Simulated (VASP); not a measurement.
Crystal: Be2CdS2.

```
Be Cd S
1.0
     1.70890   -6.42959    0.00000
     1.70890    6.42959    0.00000
     0.00000    0.00000    3.45295
Be Cd S
2 1 2
Direct
  0.85314 0.14686 0.00000
  0.14686 0.85314 0.00000
  0.50000 0.50000 0.50000
  0.70599 0.29401 0.50000
  0.29401 0.70599 0.50000
```

The cell was generated, and may not be a known phase.

| Item | Value |
| --- | --- |
| Program | VASP 6.6.1 |
| Task | relaxation of cell and atoms |
| Functional | PBE |
| Potentials or basis | VASP PAW PBE potentials, release 64 (Be, Cd, S) |
| Cutoff | 600 eV |
| k mesh | 6 × 6 × 6 |
| Occupations | gaussian, width 0.1 eV |
| Spin | no spin polarisation |

At the start: pressure 10.8 GPa; volume 15.18 Å³/atom.

**Question.** Where does the relaxation end?

**Answer.** Over 22 steps the energy falls by 1243.3 meV/atom and the volume is 19.16 Å³/atom (+26.2 %); space group Cmmm (No. 65, to 0.1 Å) before and after.

Step by step:
```tsv
step	energy change (eV)	largest force (eV/Å)	pressure (GPa)	volume (Å³)
1	0.0000	4.2520	10.84	75.88
2	-2.6265	2.7521	-4.54	87.19
3	-2.8435	2.0533	-6.96	90.57
4	-4.1172	0.9055	-3.67	83.66
5	-4.6789	0.2664	3.14	77.78
6	-5.4772	0.6597	7.05	76.33
7	-5.5869	0.8480	10.65	75.32
8	-5.9390	0.2870	3.72	81.93
9	-6.0038	0.0860	0.83	85.93
10	-6.0073	0.1071	0.11	87.14
11	-6.1094	0.1610	-0.07	88.85
12	-6.1421	0.2101	0.24	90.82
13	-6.1428	0.2065	0.18	90.63
14	-6.1701	0.1950	0.67	91.53
15	-6.1877	0.1678	1.45	92.99
16	-6.2037	0.1605	-0.22	96.17
17	-6.2037	0.1601	-0.23	96.16
18	-6.2093	0.1139	-0.24	96.14
19	-6.2142	0.0474	-0.34	96.08
20	-6.2154	0.0393	0.42	95.22
21	-6.2159	0.0287	0.17	95.51
22	-6.2164	0.0251	0.02	95.78
```

Final structure:
```
Be Cd S
1.0
     1.53736  -10.13718    0.00000
     1.53736   10.13718    0.00000
     0.00000    0.00000    3.07283
Be Cd S
2 1 2
Direct
  0.84907 0.15093 0.00000
  0.15093 0.84907 0.00000
  0.50000 0.50000 0.50000
  0.65445 0.34555 0.50000
  0.34555 0.65445 0.50000
```

Caveat: the volume moved by over 15 % at a fixed basis, so the end points are rough.
